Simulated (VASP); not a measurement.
# Co5O in VASP: further runs

Co5O is run at these levels: PBEsol; tasks: relaxation of the atoms, single point.

Everything below comes from runs of VASP 6.6.1. Logs are shortened: lines on timing, memory, paths and dates and some standing lists are left out, and cuts for length are marked.

### 1 The cell of the first run

The cell holds a slab with vacuum, 6 atoms: a = 2.456 Å, b = 2.456 Å, c = 26.939 Å, α = 90.00°, β = 90.00°, γ = 120.00°.

### 2 Relaxation of the atoms, PBEsol, collinear spin, ferromagnetic start

File INCAR:

```
SYSTEM = Co5O
PREC = Accurate
ENCUT = 520
EDIFF = 1E-7
ISMEAR = 0
SIGMA = 0.1
LREAL = .False.
LASPH = .True.
NELM = 200
ALGO = Normal
ISIF = 2
LWAVE = .False.
LCHARG = .False.
ISPIN = 2
MAGMOM = 1.94 1.87 1.83 1.86 1.92 2
LORBIT = 11
LMAXMIX = 4
LDIPOL = .True.
IDIPOL = 3
DIPOL = 0.5 0.5 0.495
GGA = PS
IBRION = 2
NSW = 90
EDIFFG = -0.03
GGA_COMPAT = .False.
NELMIN = 4
NELMDL = -8
KPAR = 4
```

File KPOINTS:

```
regular mesh
0
Gamma
  12 12 1
  0 0 0
```

File POSCAR:

```
Co5O
1.0
    2.4564223074      0.0000000000      0.0000000000
   -1.2282111537      2.1273241206      0.0000000000
    0.0000000000      0.0000000000     26.9388272200
Co O
5 1
Selective dynamics
Direct
    0.6666666667      0.3333333333      0.3155296974  F F F
    0.3333333333      0.6666666667      0.3892042783  F F F
    0.6666666667      0.3333333333      0.4631036929  T T T
    0.3333333333      0.6666666667      0.5374087348  T T T
    0.6666666667      0.3333333333      0.6089481809  T T T
    0.0000000000      0.0000000000      0.6572056640  T T T
```

Potentials or basis: VASP PAW PBE potentials, release 64 (Co, O).

Run with:

```sh
$ cat potpaw_PBE.64/Co/POTCAR potpaw_PBE.64/O/POTCAR > POTCAR
$ mpirun -np 4 vasp_std > vasp.out
```

OUTCAR:

```text
SYSTEM = Co5O
   PREC = Accurate
   ENCUT = 520
   EDIFF = 1E-7
   ISMEAR = 0
   LREAL = .False.
   LASPH = .True.
   NELM = 200
   ISIF = 2
   ISPIN = 2
   LORBIT = 11
   GGA = PS
   IBRION = 2
   NSW = 90
   EDIFFG = -0.03
   NELMIN = 4
   NELMDL = -8

 ion  position               nearest neighbor table
   1  0.667  0.333  0.316-   2 2.44   2 2.44   2 2.44
   2  0.333  0.667  0.389-   1 2.44   1 2.44   1 2.44   3 2.44   3 2.44   3 2.44
   3  0.667  0.333  0.463-   2 2.44   2 2.44   2 2.44   4 2.45   4 2.45   4 2.45
   4  0.333  0.667  0.537-   5 2.39   5 2.39   5 2.39   3 2.45   3 2.45   3 2.45
   5  0.667  0.333  0.609-   6 1.92   6 1.92   6 1.92   4 2.39   4 2.39   4 2.39
   6  0.000  0.000  0.657-   5 1.92   5 1.92   5 1.92

  LATTYP: Found a hexagonal cell.
 ALAT       =     2.4564223074
 C/A-ratio  =    10.9666921436

  Lattice vectors:

 A1 = (   2.4564223074,   0.0000000000,   0.0000000000)
 A2 = (  -1.2282111537,   2.1273241206,   0.0000000000)
 A3 = (   0.0000000000,   0.0000000000,  26.9388272200)

Analysis of symmetry for initial positions (statically):
=====================================================================
 Subroutine PRICEL returns:
 Original cell was already a primitive cell.

 Routine SETGRP: Setting up the symmetry group for a
 hexagonal supercell.

 Subroutine GETGRP returns: Found  6 space group operations
 (whereof  6 operations were pure point group operations)
 out of a pool of 24 trial point group operations.

The static configuration has the point symmetry C_3v.

Analysis of symmetry for dynamics (positions and initial velocities):
=====================================================================
 Subroutine PRICEL returns:
 Original cell was already a primitive cell.

 Routine SETGRP: Setting up the symmetry group for a
 hexagonal supercell.

 Subroutine GETGRP returns: Found  6 space group operations
 (whereof  6 operations were pure point group operations)
 out of a pool of 24 trial point group operations.

The dynamic configuration has the point symmetry C_3v.

Analysis of constrained symmetry for selective dynamics:
=====================================================================
 Subroutine PRICEL returns:
 Original cell was already a primitive cell.

 Routine SETGRP: Setting up the symmetry group for a
 hexagonal supercell.

 Subroutine GETGRP returns: Found  6 space group operations
 (whereof  6 operations were pure point group operations)
 out of a pool of 24 trial point group operations.

The constrained configuration has the point symmetry C_3v.

Analysis of structural, dynamic, and magnetic symmetry:
=====================================================================
 Subroutine PRICEL returns:
 Original cell was already a primitive cell.

 Routine SETGRP: Setting up the symmetry group for a
 hexagonal supercell.

 Subroutine GETGRP returns: Found  6 space group operations
 (whereof  6 operations were pure point group operations)
 out of a pool of 24 trial point group operations.

The overall configuration has the point symmetry C_3v.

 Subroutine INISYM returns: Found  6 space group operations
 (whereof  6 operations are pure point group operations),
 and found     1 'primitive' translations

----------------------------------------------------------------------------------------

                                     Primitive cell

  volume of cell :     140.7717

  direct lattice vectors                    reciprocal lattice vectors
     2.456422307  0.000000000  0.000000000     0.407096124  0.235037057  0.000000000
    -1.228211154  2.127324121  0.000000000     0.000000000  0.470074113  0.000000000
     0.000000000  0.000000000 26.938827220     0.000000000  0.000000000  0.037121141

  length of vectors
     2.456422307  2.456422307 26.938827220     0.470074113  0.470074113  0.037121141

  position of ions in fractional coordinates (direct lattice)
     0.666666667  0.333333333  0.315529697
     0.333333333  0.666666667  0.389204278
     0.666666667  0.333333333  0.463103693
     0.333333333  0.666666667  0.537408735
     0.666666667  0.333333333  0.608948181
     0.000000000  0.000000000  0.657205664

  ion indices of the primitive-cell ions
   primitive index   ion index
                 1           1
                 2           2
                 3           3
                 4           4
                 5           5
                 6           6

----------------------------------------------------------------------------------------

 KPOINTS: regular mesh

Automatic generation of k-mesh.
 Grid dimensions read from file:
[... 49 lines left out ...]
 SYSTEM =  Co5O
   PREC   = accura    normal or accurate (medium, high low for compatibility)
   ISTART =      0    job   : 0-new  1-cont  2-samecut
   ICHARG =      2    charge: 1-file 2-atom 10-const
   ISPIN  =      2    spin polarized calculation?
   LNONCOLLINEAR =      F non collinear calculations
[... 51 lines left out ...]
  ext. energy  EPLUGINS =         0.00000000
  ---------------------------------------------------
  free energy    TOTEN  =       -43.47038452 eV

  energy without entropy =      -43.43601323  energy(sigma->0) =      -43.45319888

------------------------ aborting loop because EDIFF is reached ----------------------------------------

  FORCE on cell =-STRESS in cart. coord.  units (eV):
  Direction    XX          YY          ZZ          XY          YZ          ZX
  --------------------------------------------------------------------------------------
  -------------------------------------------------------------------------------------
  Total        0.5757815      0.5757815     -3.9353341      0.0000000      0.0000000      0.0000000
  in kB        6.5531918      6.5531918    -44.7895617      0.0000000      0.0000000      0.0000000
  external PRESSURE =     -10.5610594 kB  Pullay stress =       0.0000000 kB
[... 61 lines left out ...]
  FREE ENERGIE OF THE ION-ELECTRON SYSTEM (eV)
  ---------------------------------------------------
  free  energy   TOTEN  =       -43.8937125567 eV

  energy  without entropy=      -43.8624851598  energy(sigma->0) =      -43.87809886

 dipolmoment           0.000000      0.000000     -0.028494 electrons x Angstroem

--------------------------------------- Ionic step        3  -------------------------------------------

 number of electron      50.9999974 magnetization       6.7226293

------------------------ aborting loop because EDIFF is reached ----------------------------------------
[... 29 lines left out ...]
  FREE ENERGIE OF THE ION-ELECTRON SYSTEM (eV)
  ---------------------------------------------------
  free  energy   TOTEN  =       -44.0626486806 eV

  energy  without entropy=      -44.0303453846  energy(sigma->0) =      -44.04649703

[... ionic steps 4 to 10 ...]

--------------------------------------- Ionic step       11  -------------------------------------------

 number of electron      50.9999975 magnetization       6.7129378

------------------------ aborting loop because EDIFF is reached ----------------------------------------
[... 75 lines left out ...]
--------------------------------------- Ionic step       13  -------------------------------------------

 number of electron      50.9999974 magnetization       6.7151621

 dipolmoment           0.000000      0.000000      0.047093 electrons x Angstroem

 Free energy of the ion-electron system (eV)
  ---------------------------------------------------
  ext. energy  EPLUGINS =         0.00000000
  ---------------------------------------------------
  free energy    TOTEN  =       -44.06496271 eV

  energy without entropy =      -44.03297123  energy(sigma->0) =      -44.04896697

 E-fermi :   0.7513     XC(G=0):  -6.2184

 val. band max:        0.7485313264   @ k =   0.1667   0.1667   0.0000
 cond. band min:       0.7552044166   @ k =   0.0833  -0.0000   0.0000
 fundamental gap:      0.0066730901
 Fermi energy:         0.7513175032

 spin component 1

 k-point     1 :       0.0000    0.0000    0.0000
  band No.  band energies     occupation
      1     -20.4135      1.00000
      2      -8.1867      1.00000
      3      -7.3735      1.00000
      4      -6.5872      1.00000
      5      -5.3846      1.00000
      6      -4.7117      1.00000
[... 730 lines left out ...]
     35       7.0807      0.00000
     36       8.5154      0.00000
 Fermi energy:         0.7513175032

 spin component 2

 k-point     1 :       0.0000    0.0000    0.0000
  band No.  band energies     occupation
      1     -20.4238      1.00000
      2      -8.1020      1.00000
      3      -7.3011      1.00000
      4      -6.4739      1.00000
      5      -5.0760      1.00000
      6      -4.2243      1.00000
[... 730 lines left out ...]
     35       7.8251      0.00000
     36       8.7535      0.00000

------------------------ aborting loop because EDIFF is reached ----------------------------------------

 vacuum level on the upper side and lower side of the slab       (xc-potential included)         0.845        -0.762

  FORCE on cell =-STRESS in cart. coord.  units (eV):
  Direction    XX          YY          ZZ          XY          YZ          ZX
  --------------------------------------------------------------------------------------
  -------------------------------------------------------------------------------------
  Total        3.1074290      3.1074290     -0.7608725      0.0000000     -0.0000000      0.0000000
  in kB       35.3668530     35.3668530     -8.6597851      0.0000000     -0.0000000      0.0000000
  external PRESSURE =      20.6913069 kB  Pullay stress =       0.0000000 kB
[... 21 lines left out ...]
  FREE ENERGIE OF THE ION-ELECTRON SYSTEM (eV)
  ---------------------------------------------------
  free  energy   TOTEN  =       -44.0649627138 eV

  energy  without entropy=      -44.0329712316  energy(sigma->0) =      -44.04896697

 reached required accuracy - stopping structural energy minimisation

 vacuum level on the upper side and lower side of the slab         7.420         5.774

 total charge

# of ion       s       p       d       tot
------------------------------------------
    1        0.498   0.431   7.243   8.172
    2        0.503   0.560   7.283   8.346
    3        0.511   0.570   7.294   8.375
    4        0.502   0.552   7.273   8.328
    5        0.511   0.842   7.476   8.829
    6        1.601   3.365   0.000   4.967
--------------------------------------------------
tot          4.127   6.320  36.569  47.017

 magnetization (x)

# of ion       s       p       d       tot
------------------------------------------
    1       -0.008  -0.033   1.774   1.733
    2       -0.016  -0.048   1.719   1.655
    3       -0.011  -0.049   1.624   1.564
    4       -0.009  -0.029   1.676   1.638
    5       -0.003  -0.010   0.169   0.156
    6        0.000  -0.010   0.000  -0.010
--------------------------------------------------
tot         -0.047  -0.178   6.961   6.736
```

It took 25 min on 4 MPI ranks of Intel Xeon Platinum 8259CL at 2.50GHz (Skylake/Cascade Lake), shared host; peak memory 0.39 GiB.

Results:

| Property | Result |
| --- | --- |
| Free energy | -44.0650 eV |
| Energy gained by relaxing | 99.1 meV/atom |
| Ionic steps | 13 |
| Net moment | 6.72 μB per cell |
| Site moments | Co +1.73, +1.66, +1.56, +1.64, +0.16; O -0.01 μB |
| Valence electrons inside the program's atomic spheres | Co 8.17, 8.35, 8.38, 8.33, 8.83; O 4.97 |

The path:
```
step  energy change (eV)  largest force on free atoms (eV/Å)  pressure (GPa)
   1              0.0000                              4.1197           -1.06
   2             -0.4233                              3.3767            4.89
   3             -0.5923                              0.1973            2.19
   4             -0.5923                              0.1785            2.29
   5             -0.5941                              0.0707            2.23
   6             -0.5942                              0.0533            2.21
   7             -0.5942                              0.0683            2.14
   8             -0.5942                              0.0390            2.17
   9             -0.5943                              0.0312            2.16
  10             -0.5944                              0.0378            2.13
  11             -0.5944                              0.0302            2.12
  12             -0.5945                              0.0338            2.07
  13             -0.5946                              0.0257            2.07
```

Final structure:
```cif
data_structure
_symmetry_space_group_name_H-M 'P 1'
_symmetry_Int_Tables_number 1
_cell_length_a 2.4564
_cell_length_b 2.4564
_cell_length_c 26.9388
_cell_angle_alpha 90.000
_cell_angle_beta 90.000
_cell_angle_gamma 120.000
_cell_volume 140.77
loop_
_atom_site_label
_atom_site_type_symbol
_atom_site_fract_x
_atom_site_fract_y
_atom_site_fract_z
_atom_site_occupancy
Co1 Co 0.66667 0.33333 0.31553 1
Co2 Co 0.33333 0.66667 0.38920 1
Co3 Co 0.66667 0.33333 0.46375 1
Co4 Co 0.33333 0.66667 0.53591 1
Co5 Co 0.66667 0.33333 0.61478 1
O1 O 0.00000 0.00000 0.65377 1
```

Caveat: the PAW data sets were made with another functional, which shifts forces and pressure a little. With open d or f shells a metallic result of PBEsol can be an artefact of self-interaction; +U or a hybrid may open a gap.

### 3 Single point, PBEsol, collinear spin, ferromagnetic start

File INCAR:

```
  PREC = Accurate
  ENCUT = 520
  EDIFF = 1E-6
  ISMEAR = 0
  SIGMA = 0.1
  LREAL = False
  LASPH = True
  NELM = 200
  ALGO = Normal
  ISIF = 2
  LWAVE = False
  LCHARG = True
  ISPIN = 2
  MAGMOM = 1.94 1.87 1.83 1.86 1.92 2
  LORBIT = 11
  LMAXMIX = 4
  LDIPOL = True
  IDIPOL = 3
  DIPOL = 0.5 0.5 0.496
  GGA = PS
  LELF = True
  LVHAR = True
  LVACPOTAV = True
  NBANDS = 58
  GGA_COMPAT = False
  NELMDL = -8
```

File KPOINTS:

```
Automatic mesh
0
Gamma
  12 12 1
```

File POSCAR:

```
Co5O
1.0
    2.4564223074      0.0000000000      0.0000000000
   -1.2282111537      2.1273241206      0.0000000000
    0.0000000000      0.0000000000     26.9388272200
Co O
5 1
Direct
    0.6666666667      0.3333333333      0.3155296974
    0.3333333333      0.6666666667      0.3892042783
    0.6666666667      0.3333333333      0.4641423788
    0.3333333333      0.6666666667      0.5365820296
    0.6666666667      0.3333333333      0.6155716209
    0.0000000000      0.0000000000      0.6544154298
```

Potentials or basis: VASP PAW PBE potentials, release 64 (Co_sv, O).

Run with:

```sh
$ cat potpaw_PBE.64/Co_sv/POTCAR potpaw_PBE.64/O/POTCAR > POTCAR
$ mpirun -np 1 vasp_std > vasp.out
```

Wall time 28 min (1 thread of Intel Xeon Platinum 8259CL at 2.50GHz (Skylake/Cascade Lake), shared host); peak memory 0.43 GiB.

The run converged. Its results:

```yaml
Free_energy: -44.4506 eV
Largest_force: 0.403 eV/Å
Net_moment: 6.78 μB per cell
Site_moments: Co +1.76, +1.72, +1.63, +1.68, +0.17; O -0.01 μB
Valence_electrons_inside_the_program's_atomic_spheres: Co 15.03, 15.07, 15.08, 15.06, 15.18; O 4.97
```

Forces in eV/Å, atoms in the order of the input:
```
Co   0.000  0.000  0.403
Co   0.000  0.000 -0.400
Co   0.000  0.000  0.003
Co   0.000  0.000  0.005
Co   0.000  0.000 -0.038
O    0.000  0.000  0.027
```

Levels at points of the mesh, in eV from the Fermi level:
Spin up:
```
           k point  band 45  band 46  band 47  band 48  band 49  band 50  band 51  band 52  band 53  band 54
(0.00, 0.00, 0.00)    -1.43    -1.43    -1.12    -1.02    -1.02    -0.86    -0.86    -0.29     1.31     1.31
(0.50, 0.00, 0.00)    -0.56    -0.47    -0.47    -0.45     1.04     1.14     1.21     2.33     3.18     6.02
```
Spin down:
```csv
k point,band 40,band 41,band 42,band 43,band 44,band 45
"(0.00, 0.00, 0.00)",-0.86,-0.86,-0.74,-0.74,-0.10,0.05
"(0.50, 0.00, 0.00)",-0.37,0.38,0.40,0.97,1.09,1.27
```

Caveat: the PAW data sets were made with another functional, which shifts forces and pressure a little.

### 4 Single point, PBEsol, collinear spin, ferromagnetic start

File INCAR:

```
SYSTEM = Co5O
  ALGO = Normal
  DIPOL = 0.5 0.5 0.496
  EDIFF = 1E-6
  ENCUT = 520
  GGA = PS
  GGA_COMPAT = .False.
  IDIPOL = 3
  ISIF = 2
  ISMEAR = 0
  ISPIN = 2
  LASPH = .True.
  LCHARG = .False.
  LDIPOL = .True.
  LMAXMIX = 4
  LORBIT = 11
  LREAL = .False.
  LWAVE = .False.
  MAGMOM = 1.94 1.87 1.83 1.86 1.92 2
  NBANDS = 38
  NELM = 200
  NELMDL = -8
  PREC = Accurate
  SIGMA = 0.1
```

File KPOINTS:

```
k-points
0
Gamma
  12 12 1
  0 0 0
```

File POSCAR:

```
Co5O
1.0
    2.4564223074      0.0000000000      0.0000000000
   -1.2282111537      2.1273241206      0.0000000000
    0.0000000000      0.0000000000     26.9388272200
Co O
5 1
Direct
    0.6666666667      0.3333333333      0.3155296974
    0.3333333333      0.6666666667      0.3892042783
    0.6660477490      0.3339522510      0.4637803133
    0.3322648499      0.6677351501      0.5366449748
    0.6652988940      0.3347011060      0.6149364284
    0.3318898623     -0.3318898623      0.6537884870
```

Potentials or basis: VASP PAW PBE potentials, release 64 (Co, O).

Run with:

```sh
$ cat potpaw_PBE.64/Co/POTCAR potpaw_PBE.64/O/POTCAR > POTCAR
$ mpirun -np 1 vasp_std > vasp.out
```

Run time: 30 min. Hardware: 1 thread of Oxide Virtual Turin-like, shared host; peak memory 0.48 GiB.

Results (log left out):

```yaml
Free_energy: -44.0746 eV
Largest_force: 0.407 eV/Å
Net_moment: 6.83 μB per cell
Site_moments: Co +1.72, +1.65, +1.56, +1.69, +0.23; O -0.00 μB
Valence_electrons_inside_the_program's_atomic_spheres: Co 8.17, 8.34, 8.37, 8.32, 8.85; O 4.97
```

Forces on the atoms (eV/Å):
```
Co   0.000  0.000  0.407
Co  -0.002  0.001 -0.386
Co  -0.001  0.000  0.003
Co   0.002 -0.001 -0.004
Co  -0.004  0.003 -0.148
O    0.006 -0.003  0.129
```

Levels at points of the mesh, in eV from the Fermi level:
Spin up:
```csv
k point,band 27,band 28,band 29,band 30,band 31,band 32
"(0.00, 0.00, 0.00)",-1.21,-0.99,-0.98,-0.83,-0.83,-0.24
"(0.50, 0.00, 0.00)",-0.46,-0.43,0.88,1.17,1.26,2.36
"(0.50, 0.50, 0.00)",-0.46,-0.43,0.88,1.17,1.26,2.36
```
Spin down:
```
           k point  band 18  band 19  band 20  band 21  band 22  band 23  band 24  band 25  band 26  band 27
(0.00, 0.00, 0.00)    -1.06    -0.94    -0.88    -0.88    -0.73    -0.73    -0.04     0.06     0.06     0.50
(0.50, 0.00, 0.00)    -0.63    -0.48    -0.35     0.37     0.40     0.94     1.07     1.25     1.28     1.32
(0.50, 0.50, 0.00)    -0.63    -0.48    -0.36     0.37     0.39     0.94     1.07     1.25     1.29     1.32
```

Caveat: the PAW data sets were made with another functional, which shifts forces and pressure a little.

### 5 The runs side by side

| task | potentials or basis | cell | atoms held fixed (from 0) | gap on the mesh (eV) | moment (μB) | largest force (eV/Å) |
| --- | --- | --- | --- | --- | --- | --- |
| relaxation of the atoms | VASP PAW PBE potentials, release 64 (Co, O) | atoms relaxed from a = 2.456, b = 2.456, c = 26.939 Å, angles 90.0, 90.0, 120.0°, 6 atoms, atomic positions A | [0, 1] | none | 6.72 | - |
| single point | VASP PAW PBE potentials, release 64 (Co_sv, O) | a = 2.456, b = 2.456, c = 26.939 Å, angles 90.0, 90.0, 120.0°, 6 atoms, atomic positions B | - | none | 6.78 | 0.40 |
| single point | VASP PAW PBE potentials, release 64 (Co, O) | a = 2.456, b = 2.456, c = 26.939 Å, angles 90.0, 90.0, 120.0°, 6 atoms, atomic positions C | - | none | 6.83 | 0.41 |

Alike in all rows: level PBEsol; spin collinear, ferromagnetic start; k mesh 12 × 12 × 1; cutoff (eV) 520; smearing gaussian 0.1 eV.

Caveats: the PAW data sets were made with another functional, which shifts forces and pressure a little.

Total energies depend on the potentials used, so only differences within one code and one set of settings carry meaning.

The gap in the log of VASP goes by the Fermi energy; the results here count the filled bands.